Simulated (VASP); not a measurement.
A run of VASP 6.6.1 is set up as follows.

POSCAR

```
SrCaTe2
1.0
    2.3129611552      1.3353887456      7.5589774763
   -2.3129611552      1.3353887456      7.5589774763
    0.0000000000     -2.6707774911      7.5589774763
Sr Ca Te
1 1 2
Direct
    1.0000000000      0.0000000000      0.0000000000
    0.5000000000      0.5000000000      0.5000000000
    0.2457458690      0.2457458690      0.2457458690
    0.7542541310      0.7542541310      0.7542541310
```

INCAR.step1

```
  ALGO = Normal
  EDIFF = 1E-8
  ENCUT = 500
  GGA = PE
  ISMEAR = 0
  LASPH = T
  LCHARG = F
  LREAL = F
  LWAVE = T
  NELM = 100
  PREC = Accurate
  SIGMA = 0.01
```

INCAR.step2

```
  ALGO = Exact
  EDIFF = 1E-8
  ENCUT = 500
  GGA = PE
  ISMEAR = 0
  ISTART = 1
  LASPH = T
  LCHARG = F
  LOPTICS = T
  LREAL = F
  LWAVE = T
  NBANDS = 243
  NELM = 1
  PREC = Accurate
  SIGMA = 0.01
```

File INCAR.step3:

```
  ALGO = EVGW0
  EDIFF = 1E-8
  ENCUT = 500
  ENCUTGW = 80.0
  GGA = PE
  ISMEAR = 0
  ISTART = 1
  LASPH = T
  LCHARG = F
  LREAL = F
  LWAVE = F
  NBANDS = 243
  NBANDSGW = 24
  NELMGW = 1
  NOMEGA = 96
  OMEGAMAX = 20
  PREC = Accurate
  PRECFOCK = Fast
  SIGMA = 0.01
```

The input KPOINTS:

```
k-points
0
Gamma
  4 4 4
```

Potentials or basis: VASP PAW PBE potentials, release 64 (Sr_sv_GW, Ca_sv_GW, Te_GW).

Command:

```bash
$ cat potpaw_PBE.64/Sr_sv_GW/POTCAR potpaw_PBE.64/Ca_sv_GW/POTCAR potpaw_PBE.64/Te_GW/POTCAR > POTCAR
$ cp INCAR.step1 INCAR
$ mpirun -np 1 vasp_std > vasp.out
$ cp INCAR.step2 INCAR
$ mpirun -np 1 vasp_std > vasp.out
$ cp INCAR.step3 INCAR
$ mpirun -np 1 vasp_std > vasp.out
```

Question: Predict the quasiparticle gap.

Answer: 2.71 eV.

Question: What does it give for the least direct quasiparticle gap?

Answer: 3.71 eV.

Question: Predict the least direct gap of the starting levels on the mesh.

Answer: 2.52 eV.

Question: Estimate the band gap of the starting levels on the mesh.

Answer: 1.63 eV.

Caveat: the k points lie up to 0.40 Å⁻¹ apart; bands, screening cutoff and mesh are small and nothing is extrapolated, so the quasiparticle values aren't converged; spin-orbit coupling is left out, which moves the levels of the heavy elements.
